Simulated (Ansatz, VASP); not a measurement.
HfC: VASP beside Ansatz

```
CELL_PARAMETERS angstrom
3.85298 0.00000 0.00000
-1.92649 3.33678 0.00000
0.00000 0.00000 4.63752
ATOMIC_POSITIONS crystal
Hf 0.33333 0.66667 0.93956
Hf 0.66667 0.33333 0.43956
C 0.33333 0.66667 0.43644
C 0.66667 0.33333 0.93644
```

Alike in both runs: task electric field gradients; functional PBE; k mesh 13 × 13 × 7; occupations fermi-dirac, width 0.08 eV; no spin polarisation.

|  | VASP | Ansatz |
| --- | --- | --- |
| version | VASP 6.6.1 | Ansatz 0.2.0 |
| potentials or method | VASP PAW PBE potentials, release 64 (Hf_pv, C), cutoff 520 eV | all-electron PAW with datasets made for the crystal, scalar-relativistic |

Ansatz gave:

* pressure (GPa): 0.1
* size of Vzz on the site where it differs most (V/Å²): 202.6

Question: Estimate VASP's values.

Answer: Pressure (GPa): -0.5; size of Vzz on the site where it differs most (V/Å²): 178.5.

Ansatz ran all-electron here, and VASP with PAW potentials.

Spin-orbit coupling is off throughout.
